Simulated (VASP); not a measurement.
CoPtO2: single point with LDA

Crystal: CoPtO2.

```
CELL_PARAMETERS angstrom
1.41227 0.81537 5.93939
-1.41227 0.81537 5.93939
0.00000 -1.63075 5.93939
ATOMIC_POSITIONS crystal
Pt 0.00000 0.00000 0.00000
Co 0.50000 0.50000 0.50000
O 0.11224 0.11224 0.11224
O 0.88776 0.88776 0.88776
```

- Program: VASP 6.6.1
- Task: single point
- Functional: LDA
- Potentials or basis: VASP PAW LDA potentials, release 64 (Pt, Co, O)
- Cutoff: 520 eV
- k mesh: 8 × 8 × 8
- Occupations: fermi-dirac, width 0.05 eV
- Spin: non-collinear spin, typed start, spin-orbit coupling
- Starting moments: [[0.0, 0.0, 0.0], [1.155, 1.155, 1.155], [0.0, 0.0, 0.0], [0.0, 0.0, 0.0]] μB

| Quantity | Value |
| --- | --- |
| Pressure | -11.0 GPa |
| Largest force | 0.129 eV/Å |
| Net moment | 0.00 μB per cell |
| Valence electrons inside the program's atomic spheres | Pt 9.22; Co 8.50; O 4.98 |

Forces in eV/Å, atoms in the order of the input:
```
Pt   0.000  0.000  0.000
Co   0.000  0.000  0.000
O    0.000  0.000  0.129
O    0.000  0.000 -0.129
```

Stress tensor (GPa, compression positive):
```
-10.24   0.00   0.00
  0.00 -10.24   0.00
  0.00   0.00 -12.50
```

Moments on the atoms (μB; x, y, z):
```
Pt  0.00 0.00 0.00
Co  0.00 0.00 0.00
O   0.00 0.00 0.00
O   0.00 0.00 0.00
```

Run time: 110 min on 1 thread of Intel(R) Xeon(R) Platinum 8375C CPU @ 2.90GHz (Ice Lake), on a shared host, peak memory 1 GiB.

Caveat: the cell stands under tension.
